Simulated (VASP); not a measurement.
Wanted: the native input for a VASP 6.6.1 run.

| Quantity | Value |
| --- | --- |
| Task | single point |
| Functional | r2SCAN |
| Potentials or basis | VASP PAW PBE potentials, release 64 (Ta_pv, N) |
| Cutoff | 520 eV |
| k mesh | 18 × 18 × 18 |
| Occupations | gaussian, width 0.15 eV |
| Spin | no spin polarisation |
| Dipole correction | no |
| Further INCAR settings | ALGO = Normal; EDIFF = 1e-06; NBANDS = 15 |

The system is TaN.

```
CELL_PARAMETERS angstrom
0.00000 2.12453 2.07005
2.12453 0.00000 2.07005
2.12453 2.12453 0.00000
ATOMIC_POSITIONS crystal
Ta 0.50000 0.50000 0.50000
N 0.00000 0.00000 0.00000
```

This cell differs from its parent crystal: strain -0.025 along x and y, -0.050 along z.

The input as run:

POSCAR

```
TaN
1.0
    0.0000000000      2.1245250000      2.0700500000
    2.1245250000      0.0000000000      2.0700500000
    2.1245250000      2.1245250000      0.0000000000
Ta N
1 1
Direct
    0.5000000000      0.5000000000      0.5000000000
    0.0000000000      0.0000000000      0.0000000000
```

INCAR.step1

```
PREC = Accurate
ENCUT = 520
ISMEAR = 0
SIGMA = 0.15
LREAL = False
LASPH = True
NELM = 60
NBANDS = 15
GGA = PE
ALGO = Normal
EDIFF = 1E-4
LWAVE = True
LCHARG = False
```

INCAR.step2

```
PREC = Accurate
ENCUT = 520
EDIFF = 1E-6
ISMEAR = 0
SIGMA = 0.15
LREAL = False
LASPH = True
NELM = 60
ALGO = Normal
ISIF = 2
LWAVE = False
LCHARG = False
METAGGA = R2SCAN
LMIXTAU = True
NBANDS = 15
ISTART = 1
```

KPOINTS

```
Automatic mesh
0
Gamma
  18 18 18
```

Potentials or basis: VASP PAW PBE potentials, release 64 (Ta_pv, N).

Run with:

```sh
$ cat potpaw_PBE.64/Ta_pv/POTCAR potpaw_PBE.64/N/POTCAR > POTCAR
$ cp INCAR.step1 INCAR
$ mpirun -np 1 vasp_std > vasp.out
$ cp INCAR.step2 INCAR
$ mpirun -np 1 vasp_std > vasp.out
```

Results of the run:

```json
{
  "Pressure": "63.6 GPa",
  "Band gap on the k mesh": "zero (bands 8 and 9 overlap by 4.90 eV)"
}
```

Caveat: the cell differs from its parent crystal (strain -0.025 along x and y, -0.050 along z); the stress differs along the axes, from 54 to 83 GPa; the PAW data sets were made with another functional, which shifts forces and pressure a little; spin-orbit coupling is left out, which moves the levels of the heavy elements.

Run time: 5.1 min on 1 thread of Intel(R) Xeon(R) Platinum 8259CL CPU @ 2.50GHz (Skylake/Cascade Lake), on a shared host, peak memory 0.26 GiB.
